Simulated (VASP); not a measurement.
A run of VASP 6.6.1:

Contents of INCAR:

```
SYSTEM = WS
PREC = Accurate
ENCUT = 520
EDIFF = 1E-6
ISMEAR = -1
SIGMA = 0.05
LREAL = .False.
LASPH = .True.
NELM = 100
ALGO = Normal
ISIF = 2
LWAVE = .False.
LCHARG = .False.
GGA = PE
NBANDS = 17
```

The input KPOINTS:

```
Automatic mesh
0
Gamma
  9 9 9
  0 0 0
```

File POSCAR:

```
WS
1.0
    2.9672378545      0.0000000000      0.0000000000
    0.0000000000      2.9672378545      0.0000000000
    0.0000000000      0.0000000000      2.9672378545
W S
1 1
Direct
    0.5000000000      0.5000000000      0.5000000000
    0.0000000000      0.0000000000      0.0000000000
```

Potentials or basis: VASP PAW PBE potentials, release 64 (W_sv, S).

Command:

```console
$ cat potpaw_PBE.64/W_sv/POTCAR potpaw_PBE.64/S/POTCAR > POTCAR
$ mpirun -np 1 vasp_std > vasp.out
```

Hardware: 1 thread of Intel(R) Xeon(R) Platinum 8488C (Sapphire Rapids) (shared host).

Q: Estimate the wall time of this run.

A: It took 7.4 s on 1 thread of Intel(R) Xeon(R) Platinum 8488C (Sapphire Rapids), with other jobs on the host, peak memory 0.15 GiB. Counts: scf iterations 12, k points 35.
